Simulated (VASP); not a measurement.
# BiH3 (P6_3/mmc) in VASP: notebook

Runs on BiH3. Level: PBE. Tasks: single point, relaxation of cell and atoms.

All numbers are computed with VASP 6.6.1; they aren't measurements. Logs are shortened: lines on timing, memory, paths and dates and some standing lists are left out, and cuts for length are marked.

**1. The cell of the first run**

Symmetry: P6_3/mmc, No. 194, hexagonal system. Conventional cell: a = 6.753 Å, b = 6.753 Å, c = 3.412 Å, α = 90.00°, β = 90.00°, γ = 120.00°. Within 2.9 Å of Bi (site symmetry -6m2) lie 6 H at 2.16 Å. Within 2.9 Å of H (site symmetry mm2) lie 2 Bi at 2.16 Å and 2 H at 2.30 Å.

**2. Single point, PBE**

The input, INCAR:

```
SYSTEM = BiH3
  ALGO = Normal
  EDIFF = 1E-6
  ENCUT = 500
  GGA = PE
  GGA_COMPAT = .False.
  ISIF = 2
  ISMEAR = 0
  LASPH = .True.
  LCHARG = .False.
  LREAL = .False.
  LWAVE = .False.
  NBANDS = 28
  NELM = 120
  PREC = Accurate
  SIGMA = 0.1
```

The input, KPOINTS:

```
k-points
0
Gamma
  12 12 10
  0 0 0
```

The input, POSCAR:

```
BiH3
1.0
    6.7525670060      0.0000000000      0.0000000000
   -3.3762835030      5.8478945680      0.0000000000
    0.0000000000      0.0000000000      3.4124483537
Bi H
2 6
Direct
    0.3333333333      0.6666666667      0.2500000000
    0.6666666667      0.3333333333      0.7500000000
    0.7800948198      0.5601896396      0.2500000000
    0.2199051802      0.7800948198      0.7500000000
    0.4398103604      0.2199051802      0.2500000000
    0.2199051802      0.4398103604      0.7500000000
    0.7800948198      0.2199051802      0.2500000000
    0.5601896396      0.7800948198      0.7500000000
```

Potentials or basis: VASP PAW PBE potentials, release 64 (Bi_d, H).

The run is started by

```console
> cat potpaw_PBE.64/Bi_d/POTCAR potpaw_PBE.64/H/POTCAR > POTCAR
> mpirun -np 1 vasp_std > vasp.out
```

OUTCAR:

```text
SYSTEM = BiH3
   EDIFF = 1E-6
   ENCUT = 500
   GGA = PE
   ISIF = 2
   ISMEAR = 0
   LASPH = .True.
   LREAL = .False.
   NELM = 120
   PREC = Accurate

 ion  position               nearest neighbor table
   1  0.333  0.667  0.250-   4 2.16   4 2.16   8 2.16   8 2.16   6 2.16   6 2.16
   2  0.667  0.333  0.750-   7 2.16   7 2.16   5 2.16   5 2.16   3 2.16   3 2.16
   3  0.780  0.560  0.250-   2 2.16   2 2.16
   4  0.220  0.780  0.750-   1 2.16   1 2.16
   5  0.440  0.220  0.250-   2 2.16   2 2.16
   6  0.220  0.440  0.750-   1 2.16   1 2.16
   7  0.780  0.220  0.250-   2 2.16   2 2.16
   8  0.560  0.780  0.750-   1 2.16   1 2.16

  LATTYP: Found a hexagonal cell.
 ALAT       =     6.7525670060
 C/A-ratio  =     0.5053557189

  Lattice vectors:

 A1 = (   6.7525670060,   0.0000000000,   0.0000000000)
 A2 = (  -3.3762835030,   5.8478945680,   0.0000000000)
 A3 = (   0.0000000000,   0.0000000000,   3.4124483537)

Analysis of symmetry for initial positions (statically):
=====================================================================
 Subroutine PRICEL returns:
 Original cell was already a primitive cell.

 Routine SETGRP: Setting up the symmetry group for a
 hexagonal supercell.

 Subroutine GETGRP returns: Found 24 space group operations
 (whereof 12 operations were pure point group operations)
 out of a pool of 24 trial point group operations.

The static configuration has the point symmetry D_3d.
 The point group associated with its full space group is D_6h.

Analysis of symmetry for dynamics (positions and initial velocities):
=====================================================================
 Subroutine PRICEL returns:
 Original cell was already a primitive cell.

 Routine SETGRP: Setting up the symmetry group for a
 hexagonal supercell.

 Subroutine GETGRP returns: Found 24 space group operations
 (whereof 12 operations were pure point group operations)
 out of a pool of 24 trial point group operations.

The dynamic configuration has the point symmetry D_3d.
 The point group associated with its full space group is D_6h.

 Subroutine INISYM returns: Found 24 space group operations
 (whereof 12 operations are pure point group operations),
 and found     1 'primitive' translations

----------------------------------------------------------------------------------------

                                     Primitive cell

  volume of cell :     134.7518

  direct lattice vectors                    reciprocal lattice vectors
     6.752567006  0.000000000  0.000000000     0.148091829  0.085500857  0.000000000
    -3.376283503  5.847894568  0.000000000     0.000000000  0.171001715  0.000000000
     0.000000000  0.000000000  3.412448354     0.000000000  0.000000000  0.293044728

  length of vectors
     6.752567006  6.752567006  3.412448354     0.171001715  0.171001715  0.293044728

  position of ions in fractional coordinates (direct lattice)
     0.333333333  0.666666667  0.250000000
     0.666666667  0.333333333  0.750000000
     0.780094820  0.560189640  0.250000000
     0.219905180  0.780094820  0.750000000
     0.439810360  0.219905180  0.250000000
     0.219905180  0.439810360  0.750000000
     0.780094820  0.219905180  0.250000000
     0.560189640  0.780094820  0.750000000

  ion indices of the primitive-cell ions
   primitive index   ion index
                 1           1
                 2           2
                 3           3
                 4           4
                 5           5
                 6           6
                 7           7
                 8           8

----------------------------------------------------------------------------------------

 KPOINTS: k-points

Automatic generation of k-mesh.
 Grid dimensions read from file:
 generate k-points for:   12   12   10

 Generating k-lattice:

  Cartesian coordinates                     Fractional coordinates (reciprocal lattice)
     0.012340986  0.007125071  0.000000000     0.083333333  0.000000000  0.000000000
     0.000000000  0.014250143  0.000000000     0.000000000  0.083333333  0.000000000
     0.000000000  0.000000000  0.029304473     0.000000000  0.000000000  0.100000000

  Length of vectors
     0.014250143  0.014250143  0.029304473

  Shift w.r.t. Gamma in fractional coordinates (k-lattice)
     0.000000000  0.000000000  0.000000000

 Subroutine IBZKPT returns following result:
 ===========================================

 Found    114 irreducible k-points:

 Following reciprocal coordinates:
            Coordinates               Weight
  0.000000  0.000000  0.000000      1.000000
  0.083333 -0.000000  0.000000      6.000000
  0.166667 -0.000000  0.000000      6.000000
  0.250000 -0.000000  0.000000      6.000000
  0.333333 -0.000000  0.000000      6.000000
  0.416667  0.000000  0.000000      6.000000
[... 16 lines left out ...]
  0.250000 -0.000000  0.100000     12.000000
  0.333333 -0.000000  0.100000     12.000000
 [... further k-points ...]
   k-points           NKPTS =    114   k-points in BZ     NKDIM =    114   number of bands    NBANDS=     28
   number of dos      NEDOS =    301   number of ions     NIONS =      8
   total plane-waves  NPLWV =  70000
   dimension x,y,z NGX =    50 NGY =   50 NGZ =   28
   dimension x,y,z NGXF=   100 NGYF=  100 NGZF=   56
   ions per type =               2   6
   NGX,Y,Z   is equivalent  to a cutoff of  12.31, 12.31, 13.64 a.u.
   NGXF,Y,Z  is equivalent  to a cutoff of  24.62, 24.62, 27.28 a.u.
 SYSTEM =  BiH3
   PREC   = accura    normal or accurate (medium, high low for compatibility)
   ISTART =      0    job   : 0-new  1-cont  2-samecut
   ICHARG =      2    charge: 1-file 2-atom 10-const
   ISPIN  =      1    spin polarized calculation?
   LNONCOLLINEAR =      F non collinear calculations
   LSORBIT =      F    spin-orbit coupling
   LASPH  =      T    aspherical Exc in radial PAW
   ENCUT  =  500.0 eV  36.75 Ry    6.06 a.u.  12.31 12.31  6.22*2*pi/ulx,y,z
   NELM   =    120;   NELMIN=  2; NELMDL= -5     # of ELM steps
   EDIFF  = 0.1E-05   stopping-criterion for ELM
   LREAL  =      F    real-space projection
   EDIFFG = 0.1E-04   stopping-criterion for IOM
   NSW    =      0    number of steps for IOM
   IBRION =     -1    ionic relax: 0-MD 1-quasi-New 2-CG
   NFREE  =      0    steps in history (QN), initial steepest desc. (CG)
   ISIF   =      2    stress and relaxation
   ISYM   =      2    0-nonsym 1-usesym 2-fastsym
   POTIM  = 0.5000    time-step for ionic-motion
   TEBEG  =    0.0;   TEEND  =   0.0 temperature during run
   PSTRESS=    0.0 pullay stress
   NELECT =      36.0000    total number of electrons
   NUPDOWN=      -1.0000    fix difference up-down
   EMIN   =  10.00;   EMAX   =-10.00  energy-range for DOS
   EFERMI =   0.00;   METHOD = LEGACY
   ISMEAR =     0;   SIGMA  =   0.10  broadening in eV -4-tet -1-fermi 0-gaus
   EFERMI_NEDOS =   21; number of points for ismear=-14 and -15
   IALGO  =     38    algorithm
   IMIX   =      4    mixing-type and parameters
     AMIX     =   0.40;   BMIX     =  1.00
     AMIX_MAG =   1.60;   BMIX_MAG =  1.00
  volume/ion in A,a.u.               =      16.84       113.67
  Fermi-wavevector in a.u.,A,eV,Ry     =   1.054381  1.992491 15.125854  1.111719
  Thomas-Fermi vector in A             =   2.189539
   LORBIT       =      0    0 simple, 1 ext, 2 COOP (PROOUT), +10 PAW based schemes
   GGA     = PE    functional components
   LHFCALC =     F    Hartree Fock is set to
   AEXX    =    0.0000 exact exchange contribution
   IVDW    =     0    specifies the selected vdW correction
   LEPSILON=     F    determine dielectric tensor
   LRPA    =     F    only Hartree local field effects (RPA)
 non-spin polarized calculation
 Gauss-broadening in eV      SIGMA  =   0.10
  energy-cutoff  :      500.00
  volume of cell :      134.75
 maximum number of plane-waves:      3461
 NGX is ok and might be reduce to    50
   NGX = 25   NGY = 25   NGZ = 13

 number of electron      35.9999998 magnetization

 Free energy of the ion-electron system (eV)
  ---------------------------------------------------
  ext. energy  EPLUGINS =         0.00000000
  ---------------------------------------------------
  free energy    TOTEN  =       -22.37147038 eV

  energy without entropy =      -22.36124488  energy(sigma->0) =      -22.36635763

 E-fermi :   2.2310     XC(G=0):  -7.5945

 val. band max:        2.2136847761   @ k =   0.4167   0.1667   0.5000
 cond. band min:       2.2418388628   @ k =   0.0833  -0.0000   0.0000
 fundamental gap:      0.0281540868
 Fermi energy:         2.2310139990

 k-point     1 :       0.0000    0.0000    0.0000
  band No.  band energies     occupation
      1     -21.1373      2.00000
      2     -21.1373      2.00000
      3     -21.1318      2.00000
      4     -21.1312      2.00000
      5     -21.1312      2.00000
      6     -21.1274      2.00000
[... 20 lines left out ...]
     27       9.3747      0.00000
     28      10.6108      0.00000

 k-point     2 :       0.0833   -0.0000    0.0000
  band No.  band energies     occupation
      1     -21.1378      2.00000
      2     -21.1375      2.00000
      3     -21.1317      2.00000
      4     -21.1311      2.00000
      5     -21.1308      2.00000
      6     -21.1275      2.00000
[... 20 lines left out ...]
     27       9.4061      0.00000
     28      10.8835      0.00000

 k-point     3 :       0.1667   -0.0000    0.0000
  band No.  band energies     occupation
      1     -21.1387      2.00000
      2     -21.1380      2.00000
      3     -21.1315      2.00000
      4     -21.1307      2.00000
      5     -21.1298      2.00000
      6     -21.1276      2.00000
[... 20 lines left out ...]
     27       9.4963      0.00000
     28      10.9125      0.00000

 k-point     4 :       0.2500   -0.0000    0.0000
  band No.  band energies     occupation
      1     -21.1397      2.00000
      2     -21.1385      2.00000
      3     -21.1312      2.00000
      4     -21.1302      2.00000
      5     -21.1288      2.00000
      6     -21.1278      2.00000
[... 20 lines left out ...]
     27       9.6351      0.00000
     28      10.6087      0.00000

 k-point     5 :       0.3333   -0.0000    0.0000
  band No.  band energies     occupation
      1     -21.1405      2.00000
      2     -21.1390      2.00000
      3     -21.1309      2.00000
      4     -21.1299      2.00000
      5     -21.1280      2.00000
      6     -21.1279      2.00000
[... 20 lines left out ...]
     27       9.8093      0.00000
     28      10.1509      0.00000

 k-point     6 :       0.4167    0.0000    0.0000
  band No.  band energies     occupation
      1     -21.1411      2.00000
      2     -21.1393      2.00000
      3     -21.1305      2.00000
      4     -21.1299      2.00000
      5     -21.1281      2.00000
      6     -21.1273      2.00000
[... 463 lines left out ...]
      5     -21.1117      2.00000
      6     -21.1077      2.00000
[... 20 lines left out ...]
     27       9.1056      0.00000
     28      10.8833      0.00000

 k-point    22 :       0.1667   -0.0000    0.1000
  band No.  band energies     occupation
      1     -21.1376      2.00000
      2     -21.1369      2.00000
      3     -21.1301      2.00000
      4     -21.1294      2.00000
      5     -21.1115      2.00000
      6     -21.1079      2.00000
[... 20 lines left out ...]
     27       9.2117      0.00000
     28      10.6572      0.00000

 k-point    23 :       0.2500   -0.0000    0.1000
  band No.  band energies     occupation
      1     -21.1386      2.00000
      2     -21.1374      2.00000
      3     -21.1296      2.00000
      4     -21.1284      2.00000
      5     -21.1112      2.00000
      6     -21.1082      2.00000
[... 20 lines left out ...]
     27       9.3682      0.00000
     28      10.4693      0.00000

 k-point    24 :       0.3333   -0.0000    0.1000
  band No.  band energies     occupation
      1     -21.1394      2.00000
      2     -21.1379      2.00000
      3     -21.1292      2.00000
      4     -21.1275      2.00000
      5     -21.1109      2.00000
      6     -21.1085      2.00000
[... 20 lines left out ...]
     27       9.5490      0.00000
     28      10.0367      0.00000

 [... further k-points ...]

------------------------ aborting loop because EDIFF is reached ----------------------------------------

  FORCE on cell =-STRESS in cart. coord.  units (eV):
  Direction    XX          YY          ZZ          XY          YZ          ZX
  --------------------------------------------------------------------------------------
  -------------------------------------------------------------------------------------
  Total       -0.0781147     -0.0781147     -0.1208751      0.0000000      0.0000000      0.0000000
  in kB       -0.9287714     -0.9287714     -1.4371852      0.0000000      0.0000000      0.0000000
  external PRESSURE =      -1.0982427 kB  Pullay stress =       0.0000000 kB

 VOLUME and BASIS-vectors are now :
 -----------------------------------------------------------------------------
  energy-cutoff  :      500.00
  volume of cell :      134.75
      direct lattice vectors                 reciprocal lattice vectors
     6.752567006  0.000000000  0.000000000     0.148091829  0.085500857  0.000000000
    -3.376283503  5.847894568  0.000000000     0.000000000  0.171001715  0.000000000
     0.000000000  0.000000000  3.412448354     0.000000000  0.000000000  0.293044728

 POSITION                                       TOTAL-FORCE (eV/Angst)
 -----------------------------------------------------------------------------------
     -0.00000      3.89860      0.85311         0.000000      0.000000      0.000000
      3.37628      1.94930      2.55934         0.000000     -0.000000      0.000000
      3.37628      3.27593      0.85311         0.000000      0.002431      0.000000
     -1.14890      4.56191      2.55934        -0.002105      0.001215      0.000000
      2.22739      1.28598      0.85311        -0.002105     -0.001215     -0.000000
      0.00000      2.57196      2.55934         0.000000     -0.002431     -0.000000
      4.52518      1.28598      0.85311         0.002105     -0.001215      0.000000
      1.14890      4.56191      2.55934         0.002105      0.001215      0.000000
 -----------------------------------------------------------------------------------
    total drift:                                0.000000     -0.000000      0.000000

  FREE ENERGIE OF THE ION-ELECTRON SYSTEM (eV)
  ---------------------------------------------------
  free  energy   TOTEN  =       -22.3714703777 eV

  energy  without entropy=      -22.3612448767  energy(sigma->0) =      -22.36635763
```

Run time: 3.8 min. Hardware: 1 thread of Intel Xeon 6975P-C (Granite Rapids), shared host; peak memory 0.47 GiB.

What came out:

| Property | Result |
| --- | --- |
| Free energy | -22.3715 eV |
| Pressure | -0.1 GPa |
| Band gap on the k mesh | zero (bands 18 and 19 overlap by 1.11 eV) |

Forces on the atoms (eV/Å):
```
Bi   0.000  0.000  0.000
Bi   0.000  0.000  0.000
H    0.000  0.002  0.000
H   -0.002  0.001  0.000
H   -0.002 -0.001  0.000
H    0.000 -0.002  0.000
H    0.002 -0.001  0.000
H    0.002  0.001  0.000
```

Caveat: spin-orbit coupling is left out, which moves the levels of the heavy elements.

**3. Relaxation of cell and atoms, PBE**

This run uses another cell than the first one, of 10.85 Å³/atom.

The input, INCAR:

```
PREC = Accurate ; ENCUT = 500
EDIFF = 1E-7 ; ISMEAR = 0
SIGMA = 0.1 ; LREAL = False
LASPH = True ; NELM = 120
ALGO = Normal ; ISIF = 3
LWAVE = False ; LCHARG = False
GGA = PE ; IBRION = 2
NSW = 100 ; EDIFFG = -0.01
GGA_COMPAT = False ; NELMIN = 4
```

The input, KPOINTS:

```
regular mesh
0
Gamma
  12 12 10
```

The input, POSCAR:

```
BiH3
1.0
    5.0630835145      0.0000000000      0.0000000000
   -2.5315417572      4.3847589450      0.0000000000
    0.0000000000      0.0000000000      3.9090765126
Bi H
2 6
Direct
    0.3333333333      0.6666666667      0.2500000000
    0.6666666667      0.3333333333      0.7500000000
    0.8153113372      0.6306226745      0.2500000000
    0.1846886628      0.8153113372      0.7500000000
    0.3693773255      0.1846886628      0.2500000000
    0.1846886628      0.3693773255      0.7500000000
    0.8153113372      0.1846886628      0.2500000000
    0.6306226745      0.8153113372      0.7500000000
```

Potentials or basis: VASP PAW PBE potentials, release 64 (Bi_d, H).

The run is started by

```console
> cat potpaw_PBE.64/Bi_d/POTCAR potpaw_PBE.64/H/POTCAR > POTCAR
> mpirun -np 1 vasp_std > vasp.out
```

Wall time 22 min (1 thread of Intel Xeon 6975P-C (Granite Rapids), shared host); peak memory 0.34 GiB.

It converged, with:

```yaml
Free_energy: -22.2358 eV
Relaxed_volume: 13.99 Å³/atom
Relaxed_cell: a = 6.135 Å, b = 6.135 Å, c = 3.433 Å, α = 90.00°, β = 90.00°, γ = 120.00°
Space_group_after_relaxing_to_0.1_Å: P6_3/mmc (No. 194)
Energy_gained_by_relaxing: 63.7 meV/atom
Ionic_steps: 14
Pressure_after_relaxing: 0.0 GPa
Largest_force_after_relaxing: 0.005 eV/Å
Band_gap_on_the_k_mesh: zero (bands 18 and 19 overlap by 1.03 eV)
```

Forces on the atoms (eV/Å):
```
Bi   0.000  0.000  0.000
Bi   0.000  0.000  0.000
H    0.000  0.005  0.000
H   -0.004  0.002  0.000
H   -0.004 -0.002  0.000
H    0.000 -0.005  0.000
H    0.004 -0.002  0.000
H    0.004  0.002  0.000
```

The path:
```tsv
step	energy change (eV)	largest force (eV/Å)	pressure (GPa)	volume (Å³)
1	0.0000	0.0189	-0.02	86.78
2	-0.0296	0.0045	0.30	86.76
3	-0.0974	0.0712	1.43	86.58
4	-0.1164	0.1657	4.97	85.78
5	-0.1373	0.1463	3.25	86.18
6	-0.1623	0.1796	2.83	87.19
7	-0.2186	0.2487	1.72	90.23
8	-0.2789	0.3668	0.40	96.23
9	-0.3216	0.3431	0.13	97.89
10	-0.4219	0.2632	-0.44	102.97
11	-0.5023	0.0733	-0.89	113.55
12	-0.4932	0.0687	1.44	110.47
13	-0.5078	0.0215	-0.05	112.36
14	-0.5093	0.0049	-0.05	111.89
```

Final structure:
```
CELL_PARAMETERS angstrom
6.13493 0.00000 0.00000
-3.06746 5.31300 0.00000
0.00000 0.00000 3.43290
ATOMIC_POSITIONS crystal
Bi 0.33333 0.66667 0.25000
Bi 0.66667 0.33333 0.75000
H 0.79219 0.58438 0.25000
H 0.20781 0.79219 0.75000
H 0.41562 0.20781 0.25000
H 0.20781 0.41562 0.75000
H 0.79219 0.20781 0.25000
H 0.58438 0.79219 0.75000
```

Levels at points of the mesh, in eV from the Fermi level:
```
           k point  band 14  band 15  band 16  band 17  band 18  band 19  band 20  band 21  band 22  band 23
(0.00, 0.00, 0.00)    -5.14    -4.36    -4.36    -0.23     0.37     1.77     3.62     3.65     3.65     5.39
(0.50, 0.00, 0.00)    -5.63    -3.26    -3.03     0.46     0.52     2.29     2.46     2.61     2.89     4.55
(0.00, 0.00, 0.50)    -6.99    -2.06    -2.06    -2.06    -2.06    -0.52    -0.52    -0.52    -0.52     4.44
(0.50, 0.00, 0.50)    -7.36    -2.54    -2.54    -2.42    -2.42     0.50     0.50     0.67     0.67     6.16
```

Caveat: the volume moved by over 15 % at a fixed basis, so the end points are rough; spin-orbit coupling is left out, which moves the levels of the heavy elements.

The gap in the log of VASP goes by the Fermi energy; the results here count the filled bands.